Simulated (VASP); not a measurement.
# Pt (Fmmm) in VASP: a series of runs, part 2 of 2

VASP 6.6.1. The steps go on from the part before.

## Step 5: Single point, LDA (normal strain along x +0.0825, normal strain along z +0.0700)

The input, INCAR:

```
SYSTEM = Pt
ALGO     = Fast           ! electronic algorithm
EDIFF    = 1E-7           ! SCF threshold, eV
ENCUT    = 520            ! plane-wave cutoff, eV
ISIF     = 2              ! what is computed and relaxed
ISMEAR   = 0              ! smearing method
LASPH    = .TRUE.         ! aspherical terms in the spheres
LCHARG   = .FALSE.        ! write CHGCAR
LREAL    = .FALSE.        ! projectors in reciprocal space
LWAVE    = .FALSE.        ! write WAVECAR
NBANDS   = 11             ! bands
NELM     = 80             ! most SCF steps
PREC     = Accurate       ! precision mode
SIGMA    = 0.15           ! smearing width, eV
```

The input, KPOINTS:

```
k-points
0
G
  20 20 20
  0 0 0
```

The input, POSCAR:

```
Pt
1.0
    0.0000000000      1.9468328700      2.0831111709
    2.1074465818      0.0000000000      2.0831111709
    2.1074465818      1.9468328700      0.0000000000
Pt
1
Direct
    0.0000000000      0.0000000000      0.0000000000
```

Potentials or basis: VASP PAW LDA potentials, release 64 (Pt).

The run is started by

```bash
$ cat potpaw_LDA.64/Pt/POTCAR > POTCAR
$ mpirun -np 1 vasp_std > vasp.out
```

OUTCAR:

```text
SYSTEM = Pt
   EDIFF = 1E-7
   ENCUT = 520
   ISIF = 2
   ISMEAR = 0
   LASPH = .TRUE.
   LREAL = .FALSE.
   NELM = 80
   PREC = Accurate

 ion  position               nearest neighbor table
   1  0.000  0.000  0.000-

  LATTYP: Found a face centered orthorhombic cell.
 ALAT       =     3.8936657400
 B/A-ratio  =     1.0700000000
 C/A-ratio  =     1.0825000000

  Lattice vectors:

 A1 = (  -2.1074465818,   0.0000000000,  -2.0831111709)
 A2 = (  -2.1074465818,   1.9468328700,   0.0000000000)
 A3 = (   0.0000000000,   1.9468328700,  -2.0831111709)

Analysis of symmetry for initial positions (statically):
=====================================================================
 Subroutine PRICEL returns:
 Original cell was already a primitive cell.

 Routine SETGRP: Setting up the symmetry group for a
 face centered orthorhombic supercell.

 Subroutine GETGRP returns: Found  8 space group operations
 (whereof  8 operations were pure point group operations)
 out of a pool of  8 trial point group operations.

The static configuration has the point symmetry D_2h.

Analysis of symmetry for dynamics (positions and initial velocities):
[... 170 lines left out ...]
      3       5.5994      2.00000
      4       6.2379      2.00000
      5       7.1002      2.00000
      6       7.8939      2.00000
      7      23.8335      0.00000
      8      27.3728      0.00000
      9      27.5839      0.00000
     10      28.9975      0.00000
     11      33.0960      0.00000
[... 309 lines left out ...]
 k-point    24 :      -0.3500    0.0500    0.0000
  band No.  band energies     occupation
      1       2.6970      2.00000
      2       5.4958      2.00000
      3       6.2473      2.00000
      4       6.6134      2.00000
      5       8.1939      2.00000
      6       8.8129      1.16062
      7      17.0366      0.00000
      8      23.8340      0.00000
      9      26.7968      0.00000
     10      29.2761      0.00000
     11      32.6572      0.00000

 [... further k-points ...]

------------------------ aborting loop because EDIFF is reached ----------------------------------------

  FORCE on cell =-STRESS in cart. coord.  units (eV):
  Direction    XX          YY          ZZ          XY          YZ          ZX
  --------------------------------------------------------------------------------------
  -------------------------------------------------------------------------------------
  Total       -3.2970509     -2.9342916     -3.1936761      0.0000000      0.0000000      0.0000000
  in kB     -309.0356225   -275.0338591   -299.3462057      0.0000000      0.0000000      0.0000000
  external PRESSURE =    -294.4718958 kB  Pullay stress =       0.0000000 kB

 VOLUME and BASIS-vectors are now :
 -----------------------------------------------------------------------------
  energy-cutoff  :      520.00
  volume of cell :       17.09
      direct lattice vectors                 reciprocal lattice vectors
     0.000000000  1.946832870  2.083111171    -0.237253938  0.256827388  0.240025596
     2.107446582  0.000000000  2.083111171     0.237253938 -0.256827388  0.240025596
     2.107446582  1.946832870  0.000000000     0.237253938  0.256827388 -0.240025596

 POSITION                                       TOTAL-FORCE (eV/Angst)
 -----------------------------------------------------------------------------------
      0.00000      0.00000      0.00000         0.000000     -0.000000      0.000000
 -----------------------------------------------------------------------------------
    total drift:                               -0.000000      0.000000      0.000000

  FREE ENERGIE OF THE ION-ELECTRON SYSTEM (eV)
  ---------------------------------------------------
  free  energy   TOTEN  =        -7.2597333207 eV

  energy  without entropy=       -7.2363438379  energy(sigma->0) =       -7.24803858
```

stdout:

```text
POSCAR found type information on POSCAR Pt
 POSCAR found :  1 types and       1 ions
 scaLAPACK will be used
 LDA part: xc-table for (Slater(with rela. corr.)+CA(PZ))
 , standard interpolation
 POSCAR, INCAR and KPOINTS ok, starting setup
 FFT: planning ... GRIDC
 FFT: planning ... GRID_SOFT
 FFT: planning ... GRID
 WAVECAR not read
 entering main loop
```

Run time: 4.8 min. Hardware: 1 thread of Intel Xeon 8259CL, shared host; peak memory 0.33 GiB.

Results:

```
Free energy            : -7.2597 eV
Pressure               : -29.4 GPa
Band gap on the k mesh : zero (bands 5 and 6 overlap by 2.04 eV)
```

Caveat: the cell differs from its parent crystal (normal strain along x +0.0825, normal strain along z +0.0700); the cell stands under tension; spin-orbit coupling is left out, which moves the levels of the heavy elements.

## Step 6: Single point, LDA (normal strain along x +0.1100, normal strain along z +0.0700)

The input, INCAR:

```
PREC     = Accurate       # precision mode
ENCUT    = 520            # plane-wave cutoff, eV
EDIFF    = 1E-7           # SCF threshold, eV
ISMEAR   = 0              # smearing method
SIGMA    = 0.15           # smearing width, eV
LREAL    = False          # projectors in reciprocal space
LASPH    = True           # aspherical terms in the spheres
NELM     = 100            # most SCF steps
ALGO     = Fast           # electronic algorithm
ISIF     = 2              # what is computed and relaxed
LWAVE    = False          # write WAVECAR
LCHARG   = True           # write CHGCAR
LELF     = True           # ELF
LVHAR    = True         
NBANDS   = 11             # bands
```

The input, KPOINTS:

```
regular mesh
0
Gamma
  20 20 20
```

The input, POSCAR:

```
Pt
1.0
    0.0000000000      1.9468328700      2.0831111709
    2.1609844857      0.0000000000      2.0831111709
    2.1609844857      1.9468328700      0.0000000000
Pt
1
Direct
    0.0000000000      0.0000000000      0.0000000000
```

Potentials or basis: VASP PAW LDA potentials, release 64 (Pt).

The run is started by

```bash
$ cat potpaw_LDA.64/Pt/POTCAR > POTCAR
$ mpirun -np 1 vasp_std > vasp.out
```

OUTCAR:

```text
PREC = Accurate
   ENCUT = 520
   EDIFF = 1E-7
   ISMEAR = 0
   LREAL = False
   LASPH = True
   NELM = 100
   ISIF = 2

 ion  position               nearest neighbor table
   1  0.000  0.000  0.000-

  LATTYP: Found a face centered orthorhombic cell.
 ALAT       =     3.8936657400
 B/A-ratio  =     1.0700000000
 C/A-ratio  =     1.1100000000

  Lattice vectors:

 A1 = (  -2.1609844857,   0.0000000000,  -2.0831111709)
 A2 = (  -2.1609844857,   1.9468328700,   0.0000000000)
[... 518 lines left out ...]

 [... further k-points ...]

------------------------ aborting loop because EDIFF is reached ----------------------------------------

  FORCE on cell =-STRESS in cart. coord.  units (eV):
  Direction    XX          YY          ZZ          XY          YZ          ZX
  --------------------------------------------------------------------------------------
  -------------------------------------------------------------------------------------
  Total       -3.7707878     -3.2948425     -3.4755156      0.0000000      0.0000000      0.0000000
  in kB     -344.6830384   -301.1774695   -317.6925684      0.0000000      0.0000000      0.0000000
  external PRESSURE =    -321.1843588 kB  Pullay stress =       0.0000000 kB

 VOLUME and BASIS-vectors are now :
 -----------------------------------------------------------------------------
  energy-cutoff  :      520.00
  volume of cell :       17.53
      direct lattice vectors                 reciprocal lattice vectors
     0.000000000  1.946832870  2.083111171    -0.231376025  0.256827388  0.240025596
     2.160984486  0.000000000  2.083111171     0.231376025 -0.256827388  0.240025596
     2.160984486  1.946832870  0.000000000     0.231376025  0.256827388 -0.240025596

 POSITION                                       TOTAL-FORCE (eV/Angst)
 -----------------------------------------------------------------------------------
      0.00000      0.00000      0.00000         0.000000      0.000000      0.000000
 -----------------------------------------------------------------------------------
    total drift:                               -0.000000      0.000000      0.000000

  FREE ENERGIE OF THE ION-ELECTRON SYSTEM (eV)
  ---------------------------------------------------
  free  energy   TOTEN  =        -7.1711914411 eV

  energy  without entropy=       -7.1472017184  energy(sigma->0) =       -7.15919658
```

OSZICAR:

```text
N       E                     dE             d eps       ncg     rms          rms(c)
DAV:   1     0.378163693958E+02    0.37816E+02   -0.52454E+03 26207   0.830E+02
DAV:   2    -0.698335766570E+01   -0.44800E+02   -0.42811E+02 29082   0.169E+02
DAV:   3    -0.761699815069E+01   -0.63364E+00   -0.62848E+00 29802   0.193E+01
DAV:   4    -0.761961328560E+01   -0.26151E-02   -0.26149E-02 29261   0.148E+00
DAV:   5    -0.761963693903E+01   -0.23653E-04   -0.23652E-04 29860   0.133E-01    0.855E+00
RMM:   6    -0.719678011887E+01    0.42286E+00   -0.52620E-01 25705   0.589E+00    0.437E+00
RMM:   7    -0.717443038778E+01    0.22350E-01   -0.41739E-02 26805   0.181E+00    0.223E+00
RMM:   8    -0.717150025797E+01    0.29301E-02   -0.56944E-03 27150   0.674E-01    0.528E-01
RMM:   9    -0.717117967743E+01    0.32058E-03   -0.92576E-04 28552   0.254E-01    0.420E-02
RMM:  10    -0.717119574324E+01   -0.16066E-04   -0.12241E-04 28525   0.821E-02    0.620E-02
RMM:  11    -0.717119118295E+01    0.45603E-05   -0.15455E-05 29064   0.346E-02    0.622E-03
RMM:  12    -0.717119141615E+01   -0.23321E-06   -0.20811E-06 29397   0.104E-02    0.522E-03
RMM:  13    -0.717119144107E+01   -0.24917E-07   -0.32239E-07 25026   0.392E-03
   1 F= -.71711914E+01 E0= -.71591966E+01  d E =-.239897E-01
```

stdout:

```text
POSCAR found type information on POSCAR Pt
 POSCAR found :  1 types and       1 ions
 scaLAPACK will be used
 LDA part: xc-table for (Slater(with rela. corr.)+CA(PZ))
 , standard interpolation
 POSCAR, INCAR and KPOINTS ok, starting setup
 FFT: planning ... GRIDC
 FFT: planning ... GRID_SOFT
 FFT: planning ... GRID
 WAVECAR not read
 entering main loop
```

Run time: 5.1 min. Hardware: 1 thread of Intel Xeon 8259CL, shared host; peak memory 0.33 GiB.

Results:

```
Free energy            : -7.1712 eV
Pressure               : -32.1 GPa
Band gap on the k mesh : zero (bands 5 and 6 overlap by 2.05 eV)
```

Caveat: the cell differs from its parent crystal (normal strain along x +0.1100, normal strain along z +0.0700); the cell stands under tension; spin-orbit coupling is left out, which moves the levels of the heavy elements.

## Step 7: Summary

```tsv
cell	further INCAR settings	gap on the mesh (eV)	pressure (GPa)
a = 2.851, b = 2.925, c = 2.830 Å, angles 59.4, 62.0, 58.7°, 1 atom	ALGO = Fast; EDIFF = 1e-06; NBANDS = 11	none	-26.0
a = 2.777, b = 2.932, c = 2.909 Å, angles 56.8, 62.0, 61.2°, 1 atom	ALGO = Fast; EDIFF = 1e-06; NBANDS = 11	none	-25.4
a = 2.826, b = 2.939, c = 2.869 Å, angles 58.2, 62.1, 59.6°, 1 atom	ALGO = Fast; EDIFF = 1e-07; NBANDS = 11	none	-27.2
a = 2.851, b = 2.963, c = 2.869 Å, angles 58.5, 62.4, 59.1°, 1 atom	ALGO = Fast; EDIFF = 1e-07; NBANDS = 11	none	-29.4
a = 2.851, b = 3.002, c = 2.909 Å, angles 57.7, 62.8, 59.5°, 1 atom	ALGO = Fast; EDIFF = 1e-07; NBANDS = 11	none	-32.1
```

Alike in all rows: task single point; level LDA; potentials or basis VASP PAW LDA potentials, release 64 (Pt); no spin polarisation; k mesh 20 × 20 × 20; cutoff (eV) 520; smearing gaussian 0.15 eV.

Caveats: the cell stands under tension; spin-orbit coupling is left out, which moves the levels of the heavy elements.

Absolute energies hang on the potentials; compare differences alone.
